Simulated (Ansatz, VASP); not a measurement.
# Cu: VASP beside Ansatz

File INCAR:

```
SYSTEM = Cu
PREC = Accurate
ENCUT = 520
EDIFF = 1E-6
ISMEAR = -1
SIGMA = 0.05
LREAL = .False.
LASPH = .True.
NELM = 80
ALGO = Normal
ISIF = 2
LWAVE = .False.
LCHARG = .False.
GGA = CA
NBANDS = 30
```

The input KPOINTS:

```
regular mesh
0
Gamma
  12 12 4
  0 0 0
```

The input POSCAR:

```
Cu
1.0
    2.5640673725      0.0000000000      0.0000000000
   -1.2820336863      2.2205474816      0.0000000000
    0.0000000000      0.0000000000      8.3705356409
Cu
4
Direct
    0.6666666667      0.3333333333      0.7500000000
    0.0000000000      0.0000000000      0.5000000000
    0.3333333333      0.6666666667      0.2500000000
    0.0000000000      0.0000000000      0.0000000000
```

Contents of input.yaml:

```yaml
crystal:
  lattice:
    - [2.5640673725, 0.0, 0.0]
    - [-1.2820336863, 2.2205474816, 0.0]
    - [0.0, 0.0, 8.3705356409]
  atoms:
    - { symbol: Cu, position: [0.6666666667, 0.3333333333, 0.75] }
    - { symbol: Cu, position: [0.0, 0.0, 0.5] }
    - { symbol: Cu, position: [0.3333333333, 0.6666666667, 0.25] }
    - { symbol: Cu, position: [0.0, 0.0, 0.0] }
kpoints:
  mp_grid: { grid: [12, 12, 4] }
scf:
  occupations: { method: fermi_dirac, width: 0.05 }
hamiltonian:
  xc: lda
  pseudopotentials: { kind: all_electron, lapw: { basis_error: 0.002 } }
output:
  forces: true
  stress: true
  eigenvalues: true
```

Change from the starting cell: volume scaled by 1.04.

Alike in both runs: task single point; functional LDA; k mesh 12 × 12 × 4; occupations fermi-dirac, width 0.05 eV; no spin polarisation.

|  | VASP | Ansatz |
| --- | --- | --- |
| version | VASP 6.6.1 | Ansatz 0.2.0 |
| potentials or method | VASP PAW LDA potentials, release 64 (Cu), cutoff 520 eV | all-electron LAPW, scalar-relativistic |

|  | VASP | Ansatz | Ansatz less VASP |
| --- | --- | --- | --- |
| gap on the k mesh at the Fermi level (eV) | none | none | - |
| pressure (GPa) | -12.6 | -13.4 | -0.89 |
| traceless stress, the component that is largest in VASP (GPa) | -0.42 | -0.37 | +0.050 |

LDA's correlation is that of Perdew and Zunger in VASP and of Perdew and Wang (1992) in Ansatz. A gap of «none» marks a metal or a gap that the smearing closes. Ansatz ran all-electron here, and VASP with PAW potentials.
